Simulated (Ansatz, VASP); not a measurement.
## BN: VASP beside Ansatz

```xyz
2
Lattice="0.0000 1.6674 1.7399 1.6674 0.0000 1.7399 1.6674 1.6674 0.0000" Properties=species:S:1:pos:R:3 pbc="T T T"
B     0.0000    0.0000    0.0000
N     2.5010    2.5010    2.6098
```

Change from the starting cell: strain -0.080 along x and y, -0.040 along z, atoms carried along.

Alike in both runs: task single point; functional PBE; k mesh 12 × 12 × 12; occupations gaussian, width 0.05 eV; no spin polarisation.

```csv
,VASP,Ansatz
version,VASP 6.6.1,Ansatz 0.2.0
potentials or method,"VASP PAW PBE potentials, release 64 (B, N), cutoff 600 eV","scalar-relativistic, plane waves, PAW"
valence electrons in the cell,8,8
```

```csv
,VASP,Ansatz,Ansatz less VASP
gap on the k mesh at the Fermi level (eV),4.19,4.21,+0.022
least direct gap on the mesh (eV),9.52,9.54,+0.020
pressure (GPa),113.0,112.4,-0.63
"traceless stress, the component that is largest in VASP (GPa)",-22.15,-22.16,-0.004
```

Both programs put the cell under a high pressure, so it lies far from rest at this level.

Noted on VASP's run: the cell as given lies far from equilibrium.
